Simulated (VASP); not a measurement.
# BP (I-4m2) in VASP: single point with r2SCAN

Aim: the single point of BP with r2SCAN.

Program: VASP 6.6.1. These are calculated values, not measurements. Logs are shortened: lines on timing, memory, paths and dates and some standing lists are left out, and cuts for length are marked.

## 1. The cell of the first run

Symmetry: I-4m2, No. 119, tetragonal system. Conventional cell: a = 3.156 Å, b = 3.156 Å, c = 4.687 Å, α = 90.00°, β = 90.00°, γ = 90.00°. Within 2.6 Å of B (site symmetry -4m2) lie 4 P at 1.97 Å. P (site symmetry -4m2) has 4 B at 1.97 Å within 2.6 Å.

## 2. Single point, r2SCAN

Input file POSCAR:

```
BP
1.0
    0.0000000000      2.2316754669      2.3432592403
    2.2316754669      0.0000000000      2.3432592403
    2.2316754669      2.2316754669      0.0000000000
B P
1 1
Direct
    0.0000000000      0.0000000000      0.0000000000
    0.7500000000      0.7500000000      0.7500000000
```

Input file INCAR.step1:

```
  PREC = Accurate
  ENCUT = 520
  ISMEAR = 0
  SIGMA = 0.05
  LREAL = False
  LASPH = True
  NELM = 60
  NBANDS = 11
  GGA = PE
  ALGO = Normal
  EDIFF = 1E-4
  LWAVE = True
  LCHARG = False
```

Input file INCAR.step2:

```
  PREC = Accurate
  ENCUT = 520
  EDIFF = 1E-7
  ISMEAR = 0
  SIGMA = 0.05
  LREAL = False
  LASPH = True
  NELM = 60
  ALGO = Normal
  ISIF = 2
  LWAVE = False
  LCHARG = False
  METAGGA = R2SCAN
  LMIXTAU = True
  NBANDS = 11
  ISTART = 1
```

Input file KPOINTS:

```
regular mesh
0
Gamma
  12 12 12
```

Potentials or basis: VASP PAW PBE potentials, release 64 (B, P).

On the command line:

```bash
$ cat potpaw_PBE.64/B/POTCAR potpaw_PBE.64/P/POTCAR > POTCAR
$ cp INCAR.step1 INCAR
$ mpirun -np 1 vasp_std > vasp.out
$ cp INCAR.step2 INCAR
$ mpirun -np 1 vasp_std > vasp.out
```

OUTCAR:

```text
PREC = Accurate
   ENCUT = 520
   EDIFF = 1E-7
   ISMEAR = 0
   LREAL = False
   LASPH = True
   NELM = 60
   ISIF = 2
   METAGGA = R2SCAN
   ISTART = 1

 ion  position               nearest neighbor table
   1  0.000  0.000  0.000-   2 1.97   2 1.97   2 1.97   2 1.97
   2  0.750  0.750  0.750-   1 1.97   1 1.97   1 1.97   1 1.97

  LATTYP: Found a body centered tetragonal cell.
 ALAT       =     3.1560657121
 C/A-ratio  =     1.4849242405

  Lattice vectors:

 A1 = (  -2.2316754669,   0.0000000000,   2.3432592403)
 A2 = (   2.2316754669,   0.0000000000,   2.3432592403)
 A3 = (   0.0000000000,   2.2316754669,  -2.3432592403)

Analysis of symmetry for initial positions (statically):
=====================================================================
 Subroutine PRICEL returns:
 Original cell was already a primitive cell.

 Routine SETGRP: Setting up the symmetry group for a
 body centered tetragonal supercell.

 Subroutine GETGRP returns: Found  8 space group operations
 (whereof  8 operations were pure point group operations)
 out of a pool of 16 trial point group operations.

The static configuration has the point symmetry D_2d.

Analysis of symmetry for dynamics (positions and initial velocities):
=====================================================================
 Subroutine PRICEL returns:
 Original cell was already a primitive cell.

 Routine SETGRP: Setting up the symmetry group for a
 body centered tetragonal supercell.

 Subroutine GETGRP returns: Found  8 space group operations
 (whereof  8 operations were pure point group operations)
 out of a pool of 16 trial point group operations.

The dynamic configuration has the point symmetry D_2d.

 Subroutine INISYM returns: Found  8 space group operations
 (whereof  8 operations are pure point group operations),
 and found     1 'primitive' translations

----------------------------------------------------------------------------------------

                                     Primitive cell

  volume of cell :      23.3406

  direct lattice vectors                    reciprocal lattice vectors
     0.000000000  2.231675467  2.343259240    -0.224046913  0.224046913  0.213378013
     2.231675467  0.000000000  2.343259240     0.224046913 -0.224046913  0.213378013
     2.231675467  2.231675467  0.000000000     0.224046913  0.224046913 -0.213378013

  length of vectors
     3.235929427  3.235929427  3.156065712     0.382000282  0.382000282  0.382000282

  position of ions in fractional coordinates (direct lattice)
     0.000000000  0.000000000  0.000000000
     0.750000000  0.750000000  0.750000000

  ion indices of the primitive-cell ions
   primitive index   ion index
                 1           1
                 2           2

----------------------------------------------------------------------------------------

 KPOINTS: regular mesh

Automatic generation of k-mesh.
 Grid dimensions read from file:
 generate k-points for:   12   12   12

 Generating k-lattice:

  Cartesian coordinates                     Fractional coordinates (reciprocal lattice)
    -0.018670576  0.018670576  0.017781501     0.083333333  0.000000000  0.000000000
     0.018670576 -0.018670576  0.017781501     0.000000000  0.083333333  0.000000000
     0.018670576  0.018670576 -0.017781501     0.000000000  0.000000000  0.083333333

  Length of vectors
     0.031833357  0.031833357  0.031833357

  Shift w.r.t. Gamma in fractional coordinates (k-lattice)
     0.000000000  0.000000000  0.000000000

 Subroutine IBZKPT returns following result:
 ===========================================

 Found    163 irreducible k-points:

 Following reciprocal coordinates:
            Coordinates               Weight
  0.000000  0.000000  0.000000      1.000000
  0.083333  0.000000  0.000000      8.000000
  0.166667 -0.000000  0.000000      8.000000
  0.250000 -0.000000  0.000000      8.000000
  0.333333 -0.000000  0.000000      8.000000
  0.416667 -0.000000  0.000000      8.000000
[... 16 lines left out ...]
  0.500000  0.166667  0.000000      8.000000
 -0.416667  0.166667  0.000000      8.000000
 [... further k-points ...]
   k-points           NKPTS =    163   k-points in BZ     NKDIM =    163   number of bands    NBANDS=     11
   number of dos      NEDOS =    301   number of ions     NIONS =      2
   total plane-waves  NPLWV =  13824
   dimension x,y,z NGX =    24 NGY =   24 NGZ =   24
   dimension x,y,z NGXF=    48 NGYF=   48 NGZF=   48
   ions per type =               1   1
   NGX,Y,Z   is equivalent  to a cutoff of  12.33, 12.33, 12.64 a.u.
   NGXF,Y,Z  is equivalent  to a cutoff of  24.66, 24.66, 25.28 a.u.
 SYSTEM =  unknown system
   PREC   = accura    normal or accurate (medium, high low for compatibility)
   ISTART =      1    job   : 0-new  1-cont  2-samecut
   ICHARG =      0    charge: 1-file 2-atom 10-const
   ISPIN  =      1    spin polarized calculation?
   LNONCOLLINEAR =      F non collinear calculations
   LSORBIT =      F    spin-orbit coupling
   LASPH  =      T    aspherical Exc in radial PAW
   ENCUT  =  520.0 eV  38.22 Ry    6.18 a.u.   6.02  6.02  5.87*2*pi/ulx,y,z
   NELM   =     60;   NELMIN=  2; NELMDL=  0     # of ELM steps
   EDIFF  = 0.1E-06   stopping-criterion for ELM
   LREAL  =      F    real-space projection
   EDIFFG = 0.1E-05   stopping-criterion for IOM
   NSW    =      0    number of steps for IOM
   IBRION =     -1    ionic relax: 0-MD 1-quasi-New 2-CG
   NFREE  =      0    steps in history (QN), initial steepest desc. (CG)
   ISIF   =      2    stress and relaxation
   ISYM   =      2    0-nonsym 1-usesym 2-fastsym
   POTIM  = 0.5000    time-step for ionic-motion
   TEBEG  =    0.0;   TEEND  =   0.0 temperature during run
   PSTRESS=    0.0 pullay stress
   NELECT =       8.0000    total number of electrons
   NUPDOWN=      -1.0000    fix difference up-down
   EMIN   =  10.00;   EMAX   =-10.00  energy-range for DOS
   EFERMI =   0.00;   METHOD = LEGACY
   ISMEAR =     0;   SIGMA  =   0.05  broadening in eV -4-tet -1-fermi 0-gaus
   EFERMI_NEDOS =   21; number of points for ismear=-14 and -15
   IALGO  =     38    algorithm
   IMIX   =      4    mixing-type and parameters
     AMIX     =   0.40;   BMIX     =  1.00
     AMIX_MAG =   1.60;   BMIX_MAG =  1.00
  volume/ion in A,a.u.               =      11.67        78.76
  Fermi-wavevector in a.u.,A,eV,Ry     =   1.145691  2.165041 17.859102  1.312607
  Thomas-Fermi vector in A             =   2.282378
   LORBIT       =      0    0 simple, 1 ext, 2 COOP (PROOUT), +10 PAW based schemes
   METAGGA = R2SCAN    functional components
   LHFCALC =     F    Hartree Fock is set to
   AEXX    =    0.0000 exact exchange contribution
   IVDW    =     0    specifies the selected vdW correction
   LEPSILON=     F    determine dielectric tensor
   LRPA    =     F    only Hartree local field effects (RPA)
 non-spin polarized calculation
 Gauss-broadening in eV      SIGMA  =   0.05
  energy-cutoff  :      520.00
  volume of cell :       23.34
 maximum number of plane-waves:       644
   NGX = 13   NGY = 13   NGZ = 11

 number of electron       8.0000001 magnetization

 Free energy of the ion-electron system (eV)
  ---------------------------------------------------
  ext. energy  EPLUGINS =         0.00000000
  ---------------------------------------------------
  free energy    TOTEN  =       -17.27669709 eV

  energy without entropy =      -17.27669709  energy(sigma->0) =      -17.27669709

 E-fermi :   7.8086     XC(G=0): -11.5074

 val. band max:        7.5857470811   @ k =   0.0000   0.0000   0.0000
 cond. band min:       8.6390417425   @ k =   0.4167   0.0000   0.4167
 fundamental gap:      1.0532946615
 Fermi energy:         7.8085743974

 k-point     1 :       0.0000    0.0000    0.0000
  band No.  band energies     occupation
      1      -8.8647      2.00000
      2       7.0464      2.00000
      3       7.5857      2.00000
      4       7.5857      2.00000
      5      10.9624      0.00000
      6      10.9624      0.00000
      7      11.2554      0.00000
      8      15.3783      0.00000
      9      19.3236      0.00000
     10      19.8381      0.00000
     11      20.7372      0.00000

 k-point     2 :       0.0833    0.0000    0.0000
  band No.  band energies     occupation
      1      -8.7328      2.00000
      2       6.3286      2.00000
      3       7.0551      2.00000
      4       7.3722      2.00000
      5      11.2515      0.00000
      6      11.2842      0.00000
      7      11.6565      0.00000
      8      15.7579      0.00000
      9      18.9010      0.00000
     10      20.1360      0.00000
     11      20.2540      0.00000

 k-point     3 :       0.1667   -0.0000    0.0000
  band No.  band energies     occupation
      1      -8.3404      2.00000
      2       4.4124      2.00000
      3       6.4872      2.00000
      4       6.9276      2.00000
      5      11.5559      0.00000
      6      11.9739      0.00000
      7      12.2521      0.00000
      8      16.7276      0.00000
      9      18.4422      0.00000
     10      19.3024      0.00000
     11      21.1289      0.00000

 k-point     4 :       0.2500   -0.0000    0.0000
  band No.  band energies     occupation
      1      -7.7004      2.00000
      2       2.3060      2.00000
      3       5.9570      2.00000
      4       6.4899      2.00000
      5      11.5405      0.00000
      6      12.5630      0.00000
      7      12.6333      0.00000
      8      17.7552      0.00000
      9      18.7487      0.00000
     10      19.1125      0.00000
     11      21.4451      0.00000
[... 239 lines left out ...]
 k-point    22 :       0.4167    0.1667    0.0000
  band No.  band energies     occupation
      1      -6.1798      2.00000
      2       0.0782      2.00000
      3       3.7886      2.00000
      4       4.9269      2.00000
      5      11.1704      0.00000
      6      14.0501      0.00000
      7      14.8437      0.00000
      8      15.7222      0.00000
      9      21.0404      0.00000
     10      22.7054      0.00000
     11      23.5337      0.00000

 k-point    23 :       0.5000    0.1667    0.0000
  band No.  band energies     occupation
      1      -5.2781      2.00000
      2      -1.3296      2.00000
      3       3.2635      2.00000
      4       5.0297      2.00000
      5      11.3511      0.00000
      6      13.9061      0.00000
      7      14.5003      0.00000
      8      17.5318      0.00000
      9      20.6988      0.00000
     10      22.7291      0.00000
     11      24.2675      0.00000

 k-point    24 :      -0.4167    0.1667    0.0000
  band No.  band energies     occupation
      1      -5.0059      2.00000
      2      -1.6864      2.00000
      3       2.9452      2.00000
      4       5.3211      2.00000
      5      11.6701      0.00000
      6      13.8120      0.00000
      7      14.1125      0.00000
      8      18.7618      0.00000
      9      20.3893      0.00000
     10      20.8320      0.00000
     11      24.2018      0.00000

 [... further k-points ...]
[... 5 lines left out ...]
  --------------------------------------------------------------------------------------
  -------------------------------------------------------------------------------------
  Total        0.6533295      0.6533295     -1.5361370      0.0000000      0.0000000     -0.0000000
  in kB       44.8466977     44.8466977   -105.4455172      0.0000000      0.0000000     -0.0000000
  external PRESSURE =      -5.2507073 kB  Pullay stress =       0.0000000 kB

 VOLUME and BASIS-vectors are now :
 -----------------------------------------------------------------------------
  energy-cutoff  :      520.00
  volume of cell :       23.34
      direct lattice vectors                 reciprocal lattice vectors
     0.000000000  2.231675467  2.343259240    -0.224046913  0.224046913  0.213378013
     2.231675467  0.000000000  2.343259240     0.224046913 -0.224046913  0.213378013
     2.231675467  2.231675467  0.000000000     0.224046913  0.224046913 -0.213378013

 POSITION                                       TOTAL-FORCE (eV/Angst)
 -----------------------------------------------------------------------------------
      0.00000      0.00000      0.00000         0.000000      0.000000      0.000000
      3.34751      3.34751      3.51489        -0.000000     -0.000000     -0.000000
 -----------------------------------------------------------------------------------
    total drift:                               -0.000000     -0.000000     -0.000000

  FREE ENERGIE OF THE ION-ELECTRON SYSTEM (eV)
  ---------------------------------------------------
  free  energy   TOTEN  =       -17.2766970948 eV

  energy  without entropy=      -17.2766970948  energy(sigma->0) =      -17.27669709
```

Run time: 5.2 min. Hardware: 1 thread of AMD EPYC 7R43 (Zen 3), shared host; peak memory 0.13 GiB.

Results:

| Quantity | Value |
| --- | --- |
| Free energy | -17.2767 eV |
| Pressure | -0.5 GPa |
| Band gap on the k mesh | 1.05 eV, indirect (least direct gap 3.38 eV) |

Stress tensor (GPa, compression positive):
```
  4.48   0.00   0.00
  0.00   4.48   0.00
  0.00   0.00 -10.54
```

Caveat: the PAW data sets were made with another functional, which shifts forces and pressure a little.
